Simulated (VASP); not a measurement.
A run of VASP 6.6.1 is set up as follows.

The input INCAR:

```
SYSTEM = TiSi16
PREC = Accurate ; ENCUT = 520
EDIFF = 1E-6 ; ISMEAR = -1
SIGMA = 0.02 ; LREAL = Auto
LASPH = .TRUE. ; NELM = 100
ALGO = Normal ; ISIF = 2
LWAVE = .FALSE. ; LCHARG = .FALSE.
NBANDS = 52
```

The input KPOINTS:

```
Automatic mesh
0
G
  2 2 2
  0 0 0
```

File POSCAR:

```
TiSi16
1.0
    0.0000000000      5.4300000000      5.4300000000
    5.4300000000      0.0000000000      5.4300000000
    5.4300000000      5.4300000000      0.0000000000
Si Ti
16 1
Direct
   -0.0242098527     -0.0240573665      0.0666367403
    0.1260688766      0.1259607735      0.1366620626
    0.0113164825      0.0117551565      0.5093080110
    0.1003248619      0.1018732965      0.6890795580
    0.0162686924      0.4992876611     -0.0199436464
    0.1281636280      0.6058717311      0.1351645488
    0.0133413444      0.4605988029      0.5074759669
    0.1560200737      0.6150307551      0.6063412523
    0.4995381215      0.0148797422     -0.0183847145
    0.6052758748      0.1275860037      0.1367837937
    0.4594610497      0.0132921731      0.5092133517
    0.6143241252      0.1557535912      0.6080961326
    0.5016484346      0.5009552486     -0.0202270718
    0.6453339779      0.6442118785      0.0638083794
    0.5187421731      0.5181047882      0.4389865562
    0.6160919890      0.6160789134      0.6061258748
    0.8237661142      0.8244545120      0.5210406998
```

Potentials or basis: VASP PAW LDA potentials, release 64 (Si, Ti_sv).

The run is started by

```console
$ cat potpaw_LDA.64/Si/POTCAR potpaw_LDA.64/Ti_sv/POTCAR > POTCAR
$ mpirun -np 1 vasp_std > vasp.out
```

(1) What does it give for the band gap on the k mesh?

(2) Estimate the largest force.

(3) Predict the pressure.

Answers

(1) zero (band 38 reaches 6.96 eV, above the bottom of band 39 at 6.54 eV).

(2) 1.354 eV/Å.

(3) 1.1 GPa.

Caveat: the k points lie up to 0.50 Å⁻¹ apart.
